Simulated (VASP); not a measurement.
# MgS (gw) (Fm-3m) in VASP: single point with PBEsol

Aim: the single point of MgS (gw) with PBEsol.

All numbers are computed with VASP 6.6.1; they aren't measurements. Logs are shortened: lines on timing, memory, paths and dates and some standing lists are left out, and cuts for length are marked.

## 1. The cell of the first run

It takes space group Fm-3m (No. 225, cubic). The conventional cell has a = 5.183 Å, b = 5.183 Å, c = 5.183 Å, α = 90.00°, β = 90.00°, γ = 90.00°. Within 3.4 Å of Mg (site symmetry m-3m) lie 6 S at 2.59 Å. S (site symmetry m-3m) has 6 Mg at 2.59 Å within 3.4 Å.

## 2. Single point, PBEsol

The input, INCAR:

```
ALGO = Normal ; EDIFF = 1E-6
ENCUT = 600 ; GGA = PS
GGA_COMPAT = False ; ISIF = 2
ISMEAR = 0 ; LASPH = True
LCHARG = False ; LREAL = False
LWAVE = False ; NBANDS = 11
NELM = 120 ; PREC = Accurate
SIGMA = 0.01
```

The input, KPOINTS:

```
k-points
0
Gamma
  4 4 4
```

The input, POSCAR:

```
MgS
1.0
    0.0000000000      2.5913100559      2.5913100559
    2.5913100559      0.0000000000      2.5913100559
    2.5913100559      2.5913100559      0.0000000000
Mg S
1 1
Direct
    0.0000000000      0.0000000000      0.0000000000
    0.5000000000      0.5000000000      0.5000000000
```

Potentials or basis: VASP PAW PBE potentials, release 64 (Mg, S).

Command:

```
$ cat potpaw_PBE.64/Mg/POTCAR potpaw_PBE.64/S/POTCAR > POTCAR
$ mpirun -np 1 vasp_std > vasp.out
```

OUTCAR:

```text
EDIFF = 1E-6
   ENCUT = 600
   GGA = PS
   ISIF = 2
   ISMEAR = 0
   LASPH = True
   LREAL = False
   NELM = 120
   PREC = Accurate

 ion  position               nearest neighbor table
   1  0.000  0.000  0.000-   2 2.59   2 2.59   2 2.59   2 2.59   2 2.59   2 2.59
   2  0.500  0.500  0.500-   1 2.59   1 2.59   1 2.59   1 2.59   1 2.59   1 2.59

  LATTYP: Found a face centered cubic cell.
 ALAT       =     5.1826201118

  Lattice vectors:

 A1 = (   0.0000000000,   2.5913100559,   2.5913100559)
 A2 = (   2.5913100559,   0.0000000000,   2.5913100559)
 A3 = (   2.5913100559,   2.5913100559,   0.0000000000)

Analysis of symmetry for initial positions (statically):
=====================================================================
 Subroutine PRICEL returns:
 Original cell was already a primitive cell.

 Routine SETGRP: Setting up the symmetry group for a
 face centered cubic supercell.

 Subroutine GETGRP returns: Found 48 space group operations
 (whereof 48 operations were pure point group operations)
 out of a pool of 48 trial point group operations.

The static configuration has the point symmetry O_h .

Analysis of symmetry for dynamics (positions and initial velocities):
=====================================================================
 Subroutine PRICEL returns:
 Original cell was already a primitive cell.

 Routine SETGRP: Setting up the symmetry group for a
 face centered cubic supercell.

 Subroutine GETGRP returns: Found 48 space group operations
 (whereof 48 operations were pure point group operations)
 out of a pool of 48 trial point group operations.

The dynamic configuration has the point symmetry O_h .

 Subroutine INISYM returns: Found 48 space group operations
 (whereof 48 operations are pure point group operations),
 and found     1 'primitive' translations

----------------------------------------------------------------------------------------

                                     Primitive cell

  volume of cell :      34.8007

  direct lattice vectors                    reciprocal lattice vectors
     0.000000000  2.591310056  2.591310056    -0.192952595  0.192952595  0.192952595
     2.591310056  0.000000000  2.591310056     0.192952595 -0.192952595  0.192952595
     2.591310056  2.591310056  0.000000000     0.192952595  0.192952595 -0.192952595

  length of vectors
     3.664665825  3.664665825  3.664665825     0.334203698  0.334203698  0.334203698

  position of ions in fractional coordinates (direct lattice)
     0.000000000  0.000000000  0.000000000
     0.500000000  0.500000000  0.500000000
[... 69 lines left out ...]
   TEBEG  =    0.0;   TEEND  =   0.0 temperature during run
   PSTRESS=    0.0 pullay stress
   NELECT =       8.0000    total number of electrons
   NUPDOWN=      -1.0000    fix difference up-down
   EMIN   =  10.00;   EMAX   =-10.00  energy-range for DOS
   EFERMI =   0.00;   METHOD = LEGACY
   ISMEAR =     0;   SIGMA  =   0.01  broadening in eV -4-tet -1-fermi 0-gaus
   EFERMI_NEDOS =   21; number of points for ismear=-14 and -15
   IALGO  =     38    algorithm
   IMIX   =      4    mixing-type and parameters
     AMIX     =   0.40;   BMIX     =  1.00
     AMIX_MAG =   1.60;   BMIX_MAG =  1.00
  volume/ion in A,a.u.               =      17.40       117.42
  Fermi-wavevector in a.u.,A,eV,Ry     =   1.002864  1.895138 13.683876  1.005737
  Thomas-Fermi vector in A             =   2.135379
   LORBIT       =      0    0 simple, 1 ext, 2 COOP (PROOUT), +10 PAW based schemes
   GGA     = PS    functional components
   LHFCALC =     F    Hartree Fock is set to
   AEXX    =    0.0000 exact exchange contribution
   IVDW    =     0    specifies the selected vdW correction
   LEPSILON=     F    determine dielectric tensor
   LRPA    =     F    only Hartree local field effects (RPA)
 non-spin polarized calculation
 Gauss-broadening in eV      SIGMA  =   0.01
  energy-cutoff  :      600.00
  volume of cell :       34.80
 maximum number of plane-waves:      1211
 NGX is ok and might be reduce to    30
   NGX = 15   NGY = 15   NGZ = 15

 number of electron       8.0000000 magnetization

 Free energy of the ion-electron system (eV)
  ---------------------------------------------------
  ext. energy  EPLUGINS =         0.00000000
  ---------------------------------------------------
  free energy    TOTEN  =        -9.02306715 eV

  energy without entropy =       -9.02306715  energy(sigma->0) =       -9.02306715

 E-fermi :   3.8602     XC(G=0):  -9.8789

 val. band max:        3.8134158929   @ k =   0.0000   0.0000   0.0000
 cond. band min:       6.5145448034   @ k =   0.5000   0.5000   0.0000
 fundamental gap:      2.7011289105
 Fermi energy:         3.8602086619

 k-point     1 :       0.0000    0.0000    0.0000
  band No.  band energies     occupation
      1      -8.9411      2.00000
      2       3.8134      2.00000
      3       3.8134      2.00000
      4       3.8134      2.00000
      5       7.4861      0.00000
      6      11.6378      0.00000
      7      11.6378      0.00000
      8      11.6378      0.00000
      9      14.1184      0.00000
     10      14.1184      0.00000
     11      16.1130      0.00000
[... 85 lines left out ...]
 k-point     8 :      -0.2500    0.5000    0.2500
  band No.  band energies     occupation
      1      -7.1413      2.00000
      2       0.4651      2.00000
      3       0.4651      2.00000
      4       1.3742      2.00000
      5       9.0523      0.00000
      6      11.6606      0.00000
      7      11.6606      0.00000
      8      11.8157      0.00000
      9      18.1338      0.00000
     10      18.1338      0.00000
     11      19.5443      0.00000

------------------------ aborting loop because EDIFF is reached ----------------------------------------

  FORCE on cell =-STRESS in cart. coord.  units (eV):
  Direction    XX          YY          ZZ          XY          YZ          ZX
  --------------------------------------------------------------------------------------
  -------------------------------------------------------------------------------------
  Total        0.0419137      0.0419137      0.0419137      0.0000000      0.0000000     -0.0000000
  in kB        1.9296517      1.9296517      1.9296517      0.0000000      0.0000000     -0.0000000
  external PRESSURE =       1.9296517 kB  Pullay stress =       0.0000000 kB

 VOLUME and BASIS-vectors are now :
 -----------------------------------------------------------------------------
  energy-cutoff  :      600.00
  volume of cell :       34.80
      direct lattice vectors                 reciprocal lattice vectors
     0.000000000  2.591310056  2.591310056    -0.192952595  0.192952595  0.192952595
     2.591310056  0.000000000  2.591310056     0.192952595 -0.192952595  0.192952595
     2.591310056  2.591310056  0.000000000     0.192952595  0.192952595 -0.192952595

 POSITION                                       TOTAL-FORCE (eV/Angst)
 -----------------------------------------------------------------------------------
      0.00000      0.00000      0.00000        -0.000000      0.000000     -0.000000
      2.59131      2.59131      2.59131         0.000000     -0.000000      0.000000
 -----------------------------------------------------------------------------------
    total drift:                               -0.000000     -0.000000      0.000000

  FREE ENERGIE OF THE ION-ELECTRON SYSTEM (eV)
  ---------------------------------------------------
  free  energy   TOTEN  =        -9.0230671547 eV

  energy  without entropy=       -9.0230671547  energy(sigma->0) =       -9.02306715
```

stdout:

```text
POSCAR found type information on POSCAR MgS
 POSCAR found :  2 types and       2 ions
 scaLAPACK will be used
 -----------------------------------------------------------------------------
|                                                                             |
|                                                                             |
|     You enforced a specific xc type in the INCAR file but a different       |
|     I HOPE YOU KNOW WHAT YOU ARE DOING!                                     |
|                                                                             |
 -----------------------------------------------------------------------------

 LDA part: xc-table for (Slater+PW92), standard interpolation
 POSCAR, INCAR and KPOINTS ok, starting setup
 FFT: planning ... GRIDC
 FFT: planning ... GRID_SOFT
 FFT: planning ... GRID
 WAVECAR not read
 entering main loop
```

Run time: 7.2 s. Hardware: 1 thread of Intel Xeon 8259CL, shared host; peak memory 0.16 GiB.

Results:

- Free energy: -9.0231 eV
- Pressure: 0.2 GPa
- Band gap on the k mesh: 2.70 eV, indirect (least direct gap 3.67 eV)

Caveat: the k points lie up to 0.52 Å⁻¹ apart; the PAW data sets were made with another functional, which shifts forces and pressure a little. As with any semilocal functional, this PBEsol gap is likely too small.
